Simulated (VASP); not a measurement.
# KI (Fm-3m) in VASP: further runs, part 2 of 2

VASP 6.6.1. Earlier steps stand in the parts before.

## 4. Single point, PBE (strained)

File INCAR:

```
SYSTEM = KI
ALGO = Normal ; EDIFF = 1E-7
ENCUT = 520 ; GGA = PE
ISIF = 2 ; ISMEAR = 0
LASPH = .TRUE. ; LCHARG = .FALSE.
LREAL = .FALSE. ; LWAVE = .FALSE.
NBANDS = 15 ; NELM = 100
PREC = Accurate ; SIGMA = 0.02
```

File KPOINTS:

```
k-points
0
G
  6 6 6
  0 0 0
```

File POSCAR:

```
KI
1.0
    0.0000000000      3.6855161985      3.6855161985
    3.6855161985      0.0000000000      3.6855161985
    3.6855161985      3.6855161985      0.0000000000
K I
1 1
Direct
    0.0000000000      0.0000000000      0.0000000000
    0.5000000000      0.5000000000      0.5000000000
```

Potentials or basis: VASP PAW PBE potentials, release 64 (K_sv, I).

The run is started by

```sh
$ cat potpaw_PBE.64/K_sv/POTCAR potpaw_PBE.64/I/POTCAR > POTCAR
$ mpirun -np 1 vasp_std > vasp.out
```

OUTCAR:

```text
SYSTEM = KI
   EDIFF = 1E-7
   ENCUT = 520
   GGA = PE
   ISIF = 2
   ISMEAR = 0
   LASPH = .TRUE.
   LREAL = .FALSE.
   NELM = 100
   PREC = Accurate

 ion  position               nearest neighbor table
   1  0.000  0.000  0.000-   2 3.69   2 3.69   2 3.69   2 3.69   2 3.69   2 3.69
   2  0.500  0.500  0.500-   1 3.69   1 3.69   1 3.69   1 3.69   1 3.69   1 3.69

  LATTYP: Found a face centered cubic cell.
 ALAT       =     7.3710323970

  Lattice vectors:

 A1 = (   0.0000000000,   3.6855161985,   3.6855161985)
 A2 = (   3.6855161985,   0.0000000000,   3.6855161985)
 A3 = (   3.6855161985,   3.6855161985,   0.0000000000)

Analysis of symmetry for initial positions (statically):
=====================================================================
 Subroutine PRICEL returns:
 Original cell was already a primitive cell.

 Routine SETGRP: Setting up the symmetry group for a
 face centered cubic supercell.

 Subroutine GETGRP returns: Found 48 space group operations
 (whereof 48 operations were pure point group operations)
 out of a pool of 48 trial point group operations.

The static configuration has the point symmetry O_h .

Analysis of symmetry for dynamics (positions and initial velocities):
=====================================================================
 Subroutine PRICEL returns:
 Original cell was already a primitive cell.

 Routine SETGRP: Setting up the symmetry group for a
 face centered cubic supercell.

 Subroutine GETGRP returns: Found 48 space group operations
 (whereof 48 operations were pure point group operations)
 out of a pool of 48 trial point group operations.

The dynamic configuration has the point symmetry O_h .

 Subroutine INISYM returns: Found 48 space group operations
 (whereof 48 operations are pure point group operations),
 and found     1 'primitive' translations

----------------------------------------------------------------------------------------

                                     Primitive cell

  volume of cell :     100.1210

  direct lattice vectors                    reciprocal lattice vectors
     0.000000000  3.685516198  3.685516198    -0.135666206  0.135666206  0.135666206
     3.685516198  0.000000000  3.685516198     0.135666206 -0.135666206  0.135666206
     3.685516198  3.685516198  0.000000000     0.135666206  0.135666206 -0.135666206

  length of vectors
     5.212106992  5.212106992  5.212106992     0.234980762  0.234980762  0.234980762

  position of ions in fractional coordinates (direct lattice)
     0.000000000  0.000000000  0.000000000
     0.500000000  0.500000000  0.500000000

  ion indices of the primitive-cell ions
   primitive index   ion index
                 1           1
                 2           2

----------------------------------------------------------------------------------------

 KPOINTS: k-points

Automatic generation of k-mesh.
 Grid dimensions read from file:
 generate k-points for:    6    6    6
[... 22 lines left out ...]
  0.166667  0.000000  0.000000      8.000000
  0.333333  0.000000  0.000000      8.000000
  0.500000  0.000000  0.000000      4.000000
  0.166667  0.166667  0.000000      6.000000
  0.333333  0.166667  0.000000     24.000000
[... 8 lines left out ...]
 -0.333333  0.333333  0.166667     24.000000
 -0.333333  0.500000  0.166667     12.000000
   k-points           NKPTS =     16   k-points in BZ     NKDIM =     16   number of bands    NBANDS=     15
   number of dos      NEDOS =    301   number of ions     NIONS =      2
   total plane-waves  NPLWV =  64000
   dimension x,y,z NGX =    40 NGY =   40 NGZ =   40
   dimension x,y,z NGXF=    80 NGYF=   80 NGZF=   80
   ions per type =               1   1
   NGX,Y,Z   is equivalent  to a cutoff of  12.76, 12.76, 12.76 a.u.
   NGXF,Y,Z  is equivalent  to a cutoff of  25.52, 25.52, 25.52 a.u.
 SYSTEM =  KI
   PREC   = accura    normal or accurate (medium, high low for compatibility)
   ISTART =      0    job   : 0-new  1-cont  2-samecut
   ICHARG =      2    charge: 1-file 2-atom 10-const
   ISPIN  =      1    spin polarized calculation?
   LNONCOLLINEAR =      F non collinear calculations
   LSORBIT =      F    spin-orbit coupling
   LASPH  =      T    aspherical Exc in radial PAW
   ENCUT  =  520.0 eV  38.22 Ry    6.18 a.u.   9.69  9.69  9.69*2*pi/ulx,y,z
   NELM   =    100;   NELMIN=  2; NELMDL= -5     # of ELM steps
   EDIFF  = 0.1E-06   stopping-criterion for ELM
   LREAL  =      F    real-space projection
   EDIFFG = 0.1E-05   stopping-criterion for IOM
   NSW    =      0    number of steps for IOM
   IBRION =     -1    ionic relax: 0-MD 1-quasi-New 2-CG
   NFREE  =      0    steps in history (QN), initial steepest desc. (CG)
   ISIF   =      2    stress and relaxation
   ISYM   =      2    0-nonsym 1-usesym 2-fastsym
   POTIM  = 0.5000    time-step for ionic-motion
   TEBEG  =    0.0;   TEEND  =   0.0 temperature during run
   PSTRESS=    0.0 pullay stress
   NELECT =      16.0000    total number of electrons
   NUPDOWN=      -1.0000    fix difference up-down
   EMIN   =  10.00;   EMAX   =-10.00  energy-range for DOS
   EFERMI =   0.00;   METHOD = LEGACY
   ISMEAR =     0;   SIGMA  =   0.02  broadening in eV -4-tet -1-fermi 0-gaus
   EFERMI_NEDOS =   21; number of points for ismear=-14 and -15
   IALGO  =     38    algorithm
   IMIX   =      4    mixing-type and parameters
     AMIX     =   0.40;   BMIX     =  1.00
     AMIX_MAG =   1.60;   BMIX_MAG =  1.00
  volume/ion in A,a.u.               =      50.06       337.82
  Fermi-wavevector in a.u.,A,eV,Ry     =   0.888396  1.678825 10.738359  0.789247
  Thomas-Fermi vector in A             =   2.009820
   LORBIT       =      0    0 simple, 1 ext, 2 COOP (PROOUT), +10 PAW based schemes
   GGA     = PE    functional components
   LHFCALC =     F    Hartree Fock is set to
   AEXX    =    0.0000 exact exchange contribution
   IVDW    =     0    specifies the selected vdW correction
   LEPSILON=     F    determine dielectric tensor
   LRPA    =     F    only Hartree local field effects (RPA)
 non-spin polarized calculation
 Gauss-broadening in eV      SIGMA  =   0.02
  energy-cutoff  :      520.00
  volume of cell :      100.12
 maximum number of plane-waves:      2733
   NGX = 19   NGY = 19   NGZ = 19

 number of electron      15.9999998 magnetization

 Free energy of the ion-electron system (eV)
  ---------------------------------------------------
  ext. energy  EPLUGINS =         0.00000000
  ---------------------------------------------------
  free energy    TOTEN  =        -5.54921449 eV

  energy without entropy =       -5.54921449  energy(sigma->0) =       -5.54921449

 E-fermi :  -0.8640     XC(G=0):  -6.6940

 val. band max:       -1.0160850041   @ k =   0.0000   0.0000   0.0000
 cond. band min:       2.6738326035   @ k =   0.0000   0.0000   0.0000
 fundamental gap:      3.6899176076
 Fermi energy:        -0.8639534784

 k-point     1 :       0.0000    0.0000    0.0000
  band No.  band energies     occupation
      1     -29.7664      2.00000
      2     -13.2398      2.00000
      3     -13.2398      2.00000
      4     -13.2398      2.00000
      5     -11.3514      2.00000
      6      -1.0161      2.00000
      7      -1.0161      2.00000
      8      -1.0161      2.00000
      9       2.6738      0.00000
     10       5.5011      0.00000
     11       5.5011      0.00000
     12       5.5011      0.00000
     13       6.1381      0.00000
     14       6.1381      0.00000
[... 257 lines left out ...]
      2     -13.2612      2.00000
      3     -13.2595      2.00000
      4     -13.2538      2.00000
      5     -11.2345      2.00000
      6      -1.7220      2.00000
      7      -1.4686      2.00000
      8      -1.4414      2.00000
      9       4.6982      0.00000
     10       5.0262      0.00000
     11       6.1413      0.00000
     12       6.8566      0.00000
     13       7.2769      0.00000
     14       8.2869      0.00000
     15       8.5490      0.00000

------------------------ aborting loop because EDIFF is reached ----------------------------------------

  FORCE on cell =-STRESS in cart. coord.  units (eV):
  Direction    XX          YY          ZZ          XY          YZ          ZX
  --------------------------------------------------------------------------------------
  -------------------------------------------------------------------------------------
  Total       -0.4204253     -0.4204253     -0.4204253      0.0000000     -0.0000000      0.0000000
  in kB       -6.7278211     -6.7278211     -6.7278211      0.0000000     -0.0000000      0.0000000
  external PRESSURE =      -6.7278211 kB  Pullay stress =       0.0000000 kB

 VOLUME and BASIS-vectors are now :
 -----------------------------------------------------------------------------
  energy-cutoff  :      520.00
  volume of cell :      100.12
      direct lattice vectors                 reciprocal lattice vectors
     0.000000000  3.685516198  3.685516198    -0.135666206  0.135666206  0.135666206
     3.685516198  0.000000000  3.685516198     0.135666206 -0.135666206  0.135666206
     3.685516198  3.685516198  0.000000000     0.135666206  0.135666206 -0.135666206

 POSITION                                       TOTAL-FORCE (eV/Angst)
 -----------------------------------------------------------------------------------
      0.00000      0.00000      0.00000         0.000000     -0.000000      0.000000
      3.68552      3.68552      3.68552        -0.000000      0.000000      0.000000
 -----------------------------------------------------------------------------------
    total drift:                                0.000000     -0.000000     -0.000000

  FREE ENERGIE OF THE ION-ELECTRON SYSTEM (eV)
  ---------------------------------------------------
  free  energy   TOTEN  =        -5.5492144922 eV

  energy  without entropy=       -5.5492144922  energy(sigma->0) =       -5.54921449
```

OSZICAR:

```text
N       E                     dE             d eps       ncg     rms          rms(c)
DAV:   1     0.898091023701E+02    0.89809E+02   -0.63257E+03   480   0.887E+02
DAV:   2     0.671317205097E+00   -0.89138E+02   -0.83168E+02   592   0.202E+02
DAV:   3    -0.538946296860E+01   -0.60608E+01   -0.60308E+01   671   0.471E+01
DAV:   4    -0.565570152045E+01   -0.26624E+00   -0.26616E+00   798   0.905E+00
DAV:   5    -0.565750891672E+01   -0.18074E-02   -0.18074E-02   670   0.778E-01    0.246E+00
DAV:   6    -0.555049081219E+01    0.10702E+00   -0.11864E-01   613   0.176E+00    0.178E+00
DAV:   7    -0.554114160483E+01    0.93492E-02   -0.12205E-01   662   0.162E+00    0.780E-01
DAV:   8    -0.554850111890E+01   -0.73595E-02   -0.13065E-02   582   0.696E-01    0.121E-01
DAV:   9    -0.554903674332E+01   -0.53562E-03   -0.12018E-03   669   0.180E-01    0.761E-02
DAV:  10    -0.554915902593E+01   -0.12228E-03   -0.14493E-04   642   0.642E-02    0.205E-02
DAV:  11    -0.554921302595E+01   -0.54000E-04   -0.60868E-05   557   0.455E-02    0.141E-02
DAV:  12    -0.554921390846E+01   -0.88251E-06   -0.24835E-06   655   0.107E-02    0.976E-03
DAV:  13    -0.554921430163E+01   -0.39317E-06   -0.72274E-07   578   0.442E-03    0.264E-03
DAV:  14    -0.554921451136E+01   -0.20973E-06   -0.27052E-07   606   0.262E-03    0.129E-03
DAV:  15    -0.554921449219E+01    0.19169E-07   -0.77908E-09   478   0.574E-04
   1 F= -.55492145E+01 E0= -.55492145E+01  d E =-.116634E-28
```

stdout:

```text
POSCAR found type information on POSCAR K I
 POSCAR found :  2 types and       2 ions
 scaLAPACK will be used
 LDA part: xc-table for (Slater+PW92), standard interpolation
 POSCAR, INCAR and KPOINTS ok, starting setup
 FFT: planning ... GRIDC
 FFT: planning ... GRID_SOFT
 FFT: planning ... GRID
 WAVECAR not read
 entering main loop
```

Run time: 40 s. Hardware: 1 thread of Intel Xeon 8259CL, shared host; peak memory 0.25 GiB.

Results:

| Property | Result |
| --- | --- |
| Free energy | -5.5492 eV |
| Pressure | -0.7 GPa |
| Band gap on the k mesh | 3.69 eV, direct |

Caveat: the cell differs from its parent crystal (strained); spin-orbit coupling is left out, which moves the levels of the heavy elements.

## 5. Overview

| level | cell | gap on the mesh (eV) | pressure (GPa) |
| --- | --- | --- | --- |
| PBEsol | a = 5.160 Å, angles 60.0°, 2 atoms | 3.63 | -1.1 |
| PBEsol | a = 5.139 Å, angles 60.0°, 2 atoms | 3.65 | -1.0 |
| PBE | a = 5.212 Å, angles 60.0°, 2 atoms | 3.69 | -0.7 |

Alike in all rows: task single point; potentials or basis VASP PAW PBE potentials, release 64 (K_sv, I); no spin polarisation; k mesh 6 × 6 × 6; cutoff (eV) 520; smearing gaussian 0.02 eV.

Caveats: spin-orbit coupling is left out, which moves the levels of the heavy elements; the PAW data sets were made with another functional, which shifts forces and pressure a little (some runs).

Total energies depend on the potentials used, so only differences within one code and one set of settings carry meaning.
